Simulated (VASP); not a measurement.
# LiCl (Fm-3m) in VASP: notebook

LiCl is run at these levels: RPBE, PBE; tasks: single point, relaxation of cell and atoms.

Program: VASP 6.6.1. These are calculated values, not measurements. Logs are shortened: lines on timing, memory, paths and dates and some standing lists are left out, and cuts for length are marked.

## (1) The cell of the first run

It takes space group Fm-3m (No. 225, cubic). The conventional cell has a = 5.259 Å, b = 5.259 Å, c = 5.259 Å, α = 90.00°, β = 90.00°, γ = 90.00°. Cl (site symmetry m-3m) has 6 Li at 2.63 Å within 3.5 Å. Within 3.5 Å of Li (site symmetry m-3m) lie 6 Cl at 2.63 Å.

## (2) Single point, RPBE

INCAR

```
PREC = Accurate
ENCUT = 520
EDIFF = 1E-6
ISMEAR = -1
SIGMA = 0.05
LREAL = F
LASPH = T
NELM = 100
ALGO = Normal
ISIF = 2
LWAVE = F
LCHARG = F
GGA = RP
NBANDS = 12
```

KPOINTS

```
Automatic mesh
0
Gamma
  9 9 9
```

POSCAR

```
LiCl
1.0
    0.0000000000      2.6295204194      2.6295204194
    2.6295204194      0.0000000000      2.6295204194
    2.6295204194      2.6295204194      0.0000000000
Cl Li
1 1
Direct
    0.5000000000      0.5000000000      0.5000000000
    0.0000000000      0.0000000000      0.0000000000
```

Potentials or basis: VASP PAW PBE potentials, release 64 (Cl, Li_sv).

The run is started by

```sh
$ cat potpaw_PBE.64/Cl/POTCAR potpaw_PBE.64/Li_sv/POTCAR > POTCAR
$ mpirun -np 1 vasp_std > vasp.out
```

OUTCAR:

```text
PREC = Accurate
   ENCUT = 520
   EDIFF = 1E-6
   ISMEAR = -1
   LREAL = F
   LASPH = T
   NELM = 100
   ISIF = 2
   GGA = RP

 ion  position               nearest neighbor table
   1  0.500  0.500  0.500-   2 2.63   2 2.63   2 2.63   2 2.63   2 2.63   2 2.63
   2  0.000  0.000  0.000-   1 2.63   1 2.63   1 2.63   1 2.63   1 2.63   1 2.63

  LATTYP: Found a face centered cubic cell.
 ALAT       =     5.2590408388

  Lattice vectors:

 A1 = (   0.0000000000,   2.6295204194,   2.6295204194)
 A2 = (   2.6295204194,   0.0000000000,   2.6295204194)
 A3 = (   2.6295204194,   2.6295204194,   0.0000000000)

Analysis of symmetry for initial positions (statically):
=====================================================================
 Subroutine PRICEL returns:
 Original cell was already a primitive cell.

 Routine SETGRP: Setting up the symmetry group for a
 face centered cubic supercell.

 Subroutine GETGRP returns: Found 48 space group operations
 (whereof 48 operations were pure point group operations)
 out of a pool of 48 trial point group operations.

The static configuration has the point symmetry O_h .

Analysis of symmetry for dynamics (positions and initial velocities):
=====================================================================
 Subroutine PRICEL returns:
 Original cell was already a primitive cell.

 Routine SETGRP: Setting up the symmetry group for a
 face centered cubic supercell.

 Subroutine GETGRP returns: Found 48 space group operations
 (whereof 48 operations were pure point group operations)
 out of a pool of 48 trial point group operations.

The dynamic configuration has the point symmetry O_h .

 Subroutine INISYM returns: Found 48 space group operations
 (whereof 48 operations are pure point group operations),
 and found     1 'primitive' translations

----------------------------------------------------------------------------------------

                                     Primitive cell

  volume of cell :      36.3630

  direct lattice vectors                    reciprocal lattice vectors
     0.000000000  2.629520419  2.629520419    -0.190148742  0.190148742  0.190148742
     2.629520419  0.000000000  2.629520419     0.190148742 -0.190148742  0.190148742
     2.629520419  2.629520419  0.000000000     0.190148742  0.190148742 -0.190148742

  length of vectors
     3.718703440  3.718703440  3.718703440     0.329347282  0.329347282  0.329347282

  position of ions in fractional coordinates (direct lattice)
     0.500000000  0.500000000  0.500000000
     0.000000000  0.000000000  0.000000000

  ion indices of the primitive-cell ions
   primitive index   ion index
                 1           1
                 2           2

----------------------------------------------------------------------------------------

 KPOINTS: Automatic mesh

Automatic generation of k-mesh.
 Grid dimensions read from file:
 generate k-points for:    9    9    9

 Generating k-lattice:

  Cartesian coordinates                     Fractional coordinates (reciprocal lattice)
    -0.021127638  0.021127638  0.021127638     0.111111111  0.000000000  0.000000000
     0.021127638 -0.021127638  0.021127638     0.000000000  0.111111111  0.000000000
     0.021127638  0.021127638 -0.021127638     0.000000000  0.000000000  0.111111111

  Length of vectors
     0.036594142  0.036594142  0.036594142

  Shift w.r.t. Gamma in fractional coordinates (k-lattice)
     0.000000000  0.000000000  0.000000000

 Subroutine IBZKPT returns following result:
 ===========================================

 Found     35 irreducible k-points:

 Following reciprocal coordinates:
            Coordinates               Weight
  0.000000  0.000000  0.000000      1.000000
  0.111111  0.000000  0.000000      8.000000
  0.222222  0.000000  0.000000      8.000000
  0.333333  0.000000  0.000000      8.000000
  0.444444  0.000000  0.000000      8.000000
  0.111111  0.111111  0.000000      6.000000
[... 16 lines left out ...]
 -0.333333  0.333333  0.000000     12.000000
  0.444444  0.444444  0.000000      6.000000
 [... further k-points ...]
   k-points           NKPTS =     35   k-points in BZ     NKDIM =     35   number of bands    NBANDS=     12
   number of dos      NEDOS =    301   number of ions     NIONS =      2
   total plane-waves  NPLWV =  21952
   dimension x,y,z NGX =    28 NGY =   28 NGZ =   28
   dimension x,y,z NGXF=    56 NGYF=   56 NGZF=   56
   ions per type =               1   1
   NGX,Y,Z   is equivalent  to a cutoff of  12.52, 12.52, 12.52 a.u.
   NGXF,Y,Z  is equivalent  to a cutoff of  25.03, 25.03, 25.03 a.u.
 SYSTEM =  unknown system
   PREC   = accura    normal or accurate (medium, high low for compatibility)
   ISTART =      0    job   : 0-new  1-cont  2-samecut
   ICHARG =      2    charge: 1-file 2-atom 10-const
   ISPIN  =      1    spin polarized calculation?
   LNONCOLLINEAR =      F non collinear calculations
   LSORBIT =      F    spin-orbit coupling
   LASPH  =      T    aspherical Exc in radial PAW
   ENCUT  =  520.0 eV  38.22 Ry    6.18 a.u.   6.91  6.91  6.91*2*pi/ulx,y,z
   NELM   =    100;   NELMIN=  2; NELMDL= -5     # of ELM steps
   EDIFF  = 0.1E-05   stopping-criterion for ELM
   LREAL  =      F    real-space projection
   EDIFFG = 0.1E-04   stopping-criterion for IOM
   NSW    =      0    number of steps for IOM
   IBRION =     -1    ionic relax: 0-MD 1-quasi-New 2-CG
   NFREE  =      0    steps in history (QN), initial steepest desc. (CG)
   ISIF   =      2    stress and relaxation
   ISYM   =      2    0-nonsym 1-usesym 2-fastsym
   POTIM  = 0.5000    time-step for ionic-motion
   TEBEG  =    0.0;   TEEND  =   0.0 temperature during run
   PSTRESS=    0.0 pullay stress
   NELECT =      10.0000    total number of electrons
   NUPDOWN=      -1.0000    fix difference up-down
   EMIN   =  10.00;   EMAX   =-10.00  energy-range for DOS
   EFERMI =   0.00;   METHOD = LEGACY
   ISMEAR =    -1;   SIGMA  =   0.05  broadening in eV -4-tet -1-fermi 0-gaus
   EFERMI_NEDOS =   21; number of points for ismear=-14 and -15
   IALGO  =     38    algorithm
   IMIX   =      4    mixing-type and parameters
     AMIX     =   0.40;   BMIX     =  1.00
     AMIX_MAG =   1.60;   BMIX_MAG =  1.00
  volume/ion in A,a.u.               =      18.18       122.69
  Fermi-wavevector in a.u.,A,eV,Ry     =   1.064604  2.011811 15.420607  1.133383
  Thomas-Fermi vector in A             =   2.200128
   LORBIT       =      0    0 simple, 1 ext, 2 COOP (PROOUT), +10 PAW based schemes
   GGA     = RP    functional components
   LHFCALC =     F    Hartree Fock is set to
   AEXX    =    0.0000 exact exchange contribution
   IVDW    =     0    specifies the selected vdW correction
   LEPSILON=     F    determine dielectric tensor
   LRPA    =     F    only Hartree local field effects (RPA)
 non-spin polarized calculation
  energy-cutoff  :      520.00
  volume of cell :       36.36
 maximum number of plane-waves:      1002
   NGX = 13   NGY = 13   NGZ = 13

 number of electron      10.0000003 magnetization

 Free energy of the ion-electron system (eV)
  ---------------------------------------------------
  ext. energy  EPLUGINS =         0.00000000
  ---------------------------------------------------
  free energy    TOTEN  =        -7.02496311 eV

  energy without entropy =       -7.02496311  energy(sigma->0) =       -7.02496311

 E-fermi :   1.3564     XC(G=0):  -8.1688

 val. band max:        0.1460500999   @ k =   0.0000   0.0000   0.0000
 cond. band min:       6.3461215068   @ k =   0.0000   0.0000   0.0000
 fundamental gap:      6.2000714069
 Fermi energy:         1.3564458965

 k-point     1 :       0.0000    0.0000    0.0000
  band No.  band energies     occupation
      1     -43.7953      2.00000
      2     -12.9934      2.00000
      3       0.1460      2.00000
      4       0.1461      2.00000
      5       0.1461      2.00000
      6       6.3461      0.00000
      7      12.1239      0.00000
      8      12.1239      0.00000
      9      12.1239      0.00000
     10      14.4882      0.00000
     11      14.4884      0.00000
     12      14.4884      0.00000

 k-point     2 :       0.1111    0.0000    0.0000
  band No.  band energies     occupation
      1     -43.7951      2.00000
      2     -12.9432      2.00000
      3      -0.2246      2.00000
      4       0.1178      2.00000
      5       0.1178      2.00000
      6       6.7100      0.00000
      7      11.4565      0.00000
      8      12.0661      0.00000
      9      12.0661      0.00000
     10      13.2149      0.00000
     11      13.2150      0.00000
     12      14.8829      0.00000

 k-point     3 :       0.2222    0.0000    0.0000
  band No.  band energies     occupation
      1     -43.7947      2.00000
      2     -12.8113      2.00000
      3      -1.0268      2.00000
      4       0.0490      2.00000
      5       0.0490      2.00000
      6       7.2673      0.00000
      7      10.9501      0.00000
      8      11.1348      0.00000
      9      11.1348      0.00000
     10      13.7132      0.00000
     11      13.7133      0.00000
     12      15.3581      0.00000
[... 286 lines left out ...]
 k-point    23 :      -0.3333    0.3333    0.0000
  band No.  band energies     occupation
      1     -43.7933      2.00000
      2     -12.3866      2.00000
      3      -1.7310      2.00000
      4      -1.6181      2.00000
      5      -0.4092      2.00000
      6       8.4017      0.00000
      7      10.5179      0.00000
      8      10.9406      0.00000
      9      11.1145      0.00000
     10      14.4536      0.00000
     11      16.0247      0.00000
     12      18.1679      0.00000

 k-point    24 :       0.4444    0.4444    0.0000
  band No.  band energies     occupation
      1     -43.7933      2.00000
      2     -12.3552      2.00000
      3      -2.2926      2.00000
      4      -0.7782      2.00000
      5      -0.7782      2.00000
      6       8.0981      0.00000
      7       8.7843      0.00000
      8      11.9437      0.00000
      9      13.8185      0.00000
     10      13.8186      0.00000
     11      16.7239      0.00000
     12      18.4657      0.00000

 [... further k-points ...]

------------------------ aborting loop because EDIFF is reached ----------------------------------------

  FORCE on cell =-STRESS in cart. coord.  units (eV):
  Direction    XX          YY          ZZ          XY          YZ          ZX
  --------------------------------------------------------------------------------------
  -------------------------------------------------------------------------------------
  Total       -0.0414636     -0.0414636     -0.0414636      0.0000000      0.0000000     -0.0000000
  in kB       -1.8269136     -1.8269136     -1.8269136      0.0000000      0.0000000     -0.0000000
  external PRESSURE =      -1.8269136 kB  Pullay stress =       0.0000000 kB

 VOLUME and BASIS-vectors are now :
 -----------------------------------------------------------------------------
  energy-cutoff  :      520.00
  volume of cell :       36.36
      direct lattice vectors                 reciprocal lattice vectors
     0.000000000  2.629520419  2.629520419    -0.190148742  0.190148742  0.190148742
     2.629520419  0.000000000  2.629520419     0.190148742 -0.190148742  0.190148742
     2.629520419  2.629520419  0.000000000     0.190148742  0.190148742 -0.190148742

 POSITION                                       TOTAL-FORCE (eV/Angst)
 -----------------------------------------------------------------------------------
      2.62952      2.62952      2.62952        -0.000000      0.000000      0.000000
      0.00000      0.00000      0.00000         0.000000     -0.000000     -0.000000
 -----------------------------------------------------------------------------------
    total drift:                                0.000000      0.000000      0.000000

  FREE ENERGIE OF THE ION-ELECTRON SYSTEM (eV)
  ---------------------------------------------------
  free  energy   TOTEN  =        -7.0249631084 eV

  energy  without entropy=       -7.0249631084  energy(sigma->0) =       -7.02496311
```

Run time: 14 s. Hardware: 1 thread of Intel Xeon Platinum 8259CL at 2.50GHz (Skylake/Cascade Lake), shared host; peak memory 0.15 GiB.

Results:

- Free energy: -7.0250 eV
- Band gap on the k mesh: 6.20 eV, direct

Caveat: the cutoff is under 1.25 times the usual one of these potentials, so pressure, stress and relaxed cells hold a basis-set (Pulay) error; the PAW data sets were made with another functional, which shifts forces and pressure a little. A hybrid or GW would open this gap; RPBE tends to underestimate it.

## (3) Relaxation of cell and atoms, PBE

This run uses another cell than the first one, of 16.87 Å³/atom, 0.928 times its volume.

INCAR

```
SYSTEM = LiCl
ALGO = Normal
EDIFF = 1E-6
EDIFFG = -0.01
ENCUT = 600
GGA = PE
IBRION = 2
ISIF = 3
ISMEAR = -1
LASPH = .True.
LCHARG = .False.
LREAL = .False.
LWAVE = .False.
NELM = 60
NSW = 60
PREC = Accurate
SIGMA = 0.05
```

KPOINTS

```
k-points
0
Gamma
  9 9 9
  0 0 0
```

POSCAR

```
LiCl
1.0
    0.0000000000      2.5647700000      2.5647700000
    2.5647700000      0.0000000000      2.5647700000
    2.5647700000      2.5647700000      0.0000000000
Cl Li
1 1
Direct
    0.5000000000      0.5000000000      0.5000000000
    0.0000000000      0.0000000000      0.0000000000
```

Potentials or basis: VASP PAW PBE potentials, release 64 (Cl, Li_sv).

The run is started by

```sh
$ cat potpaw_PBE.64/Cl/POTCAR potpaw_PBE.64/Li_sv/POTCAR > POTCAR
$ mpirun -np 1 vasp_std > vasp.out
```

It took 26 s on 1 thread of Intel Xeon Platinum 8259CL at 2.50GHz (Skylake/Cascade Lake), shared host; peak memory 0.16 GiB.

It converged, with:

| Item | Value |
| --- | --- |
| Free energy | -7.3857 eV |
| Relaxed volume | 17.02 Å³/atom |
| Relaxed cell | a = 3.637 Å, b = 3.637 Å, c = 3.637 Å, α = 60.00°, β = 60.00°, γ = 60.00° |
| Space group after relaxing (to 0.05 Å) | Fm-3m (No. 225) |
| Energy gained by relaxing | 0.1 meV/atom |
| Ionic steps | 3 |
| Pressure after relaxing | 0.0 GPa |
| Band gap on the k mesh | 6.29 eV, direct |

The path:
| step | energy change (eV) | largest force (eV/Å) | pressure (GPa) | volume (Å³) |
| --- | --- | --- | --- | --- |
| 1 | 0.0000 | 0.0000 | 0.31 | 33.74 |
| 2 | -0.0002 | 0.0000 | 0.14 | 33.90 |
| 3 | -0.0003 | 0.0000 | 0.01 | 34.03 |

Final structure:
```
Cl Li
1.0
     0.00000    2.57209    2.57209
     2.57209    0.00000    2.57209
     2.57209    2.57209    0.00000
Cl Li
1 1
Cartesian
  2.5721 2.5721 2.5721
  0.0000 0.0000 0.0000
```

Levels at points of the mesh, in eV from the valence-band top:
| k point | band 1 | band 2 | band 3 | band 4 | band 5 | band 6 | band 7 | band 8 | band 9 |
| --- | --- | --- | --- | --- | --- | --- | --- | --- | --- |
| (0.00, 0.00, 0.00) | -43.54 | -13.37 | 0.00 | 0.00 | 0.00 | 6.29 | 11.93 | 11.93 | 11.93 |

Caveat: the cutoff is under 1.25 times the usual one of these potentials, so pressure, stress and relaxed cells hold a basis-set (Pulay) error.
